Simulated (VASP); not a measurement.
Input of a VASP 6.6.1 run:

POSCAR

```
BaTiO3
1.0
    3.9940950465      0.0000000000      0.0000000000
    0.0000000000      3.9940950465      0.0000000000
    0.0000000000      0.0000000000      3.9940950465
Ba Ti O
1 1 3
Direct
    0.5000000000      0.5000000000      0.5000000000
    0.0000000000      0.0000000000      0.0000000000
    0.5000000000      0.0000000000      0.0000000000
    0.0000000000      0.5000000000      0.0000000000
    0.0000000000      0.0000000000      0.5000000000
```

INCAR.step1

```
SYSTEM = BaTiO3
ALGO = Normal
EDIFF = 1E-5
ENCUT = 520
GGA = PE
ISIF = 2
ISMEAR = 0
LASPH = .True.
LREAL = .False.
LWAVE = .True.
NBANDS = 28
NELM = 100
PREC = Accurate
SIGMA = 0.01
```

File INCAR.step2:

```
SYSTEM = BaTiO3
ALGO = Normal
EDIFF = 1E-6
ENCUT = 520
GGA = PE
HFSCREEN = 0.2079
ISIF = 2
ISMEAR = 0
ISTART = 1
LASPH = .True.
LCHARG = .True.
LELF = .True.
LHFCALC = .True.
LREAL = .False.
LVHAR = .True.
LWAVE = .False.
NBANDS = 28
NELM = 100
PREC = Accurate
PRECFOCK = Fast
SIGMA = 0.01
```

The input KPOINTS:

```
k-points
0
Gamma
  4 4 4
  0 0 0
```

Potentials or basis: VASP PAW PBE potentials, release 64 (Ba_sv, Ti_sv, O).

Run with:

```console
$ cat potpaw_PBE.64/Ba_sv/POTCAR potpaw_PBE.64/Ti_sv/POTCAR potpaw_PBE.64/O/POTCAR > POTCAR
$ cp INCAR.step1 INCAR
$ mpirun -np 1 vasp_std > vasp.out
$ cp INCAR.step2 INCAR
$ mpirun -np 1 vasp_std > vasp.out
```

**Question.** What does it give for the pressure?

**Answer.** -0.6 GPa.

**Question.** Estimate the band gap on the k mesh.

**Answer.** 3.14 eV (least direct gap 3.26 eV).

Caveat: the PAW data sets were made with another functional, which shifts forces and pressure a little; spin-orbit coupling is left out, which moves the levels of the heavy elements. A k mesh can miss the band edges.
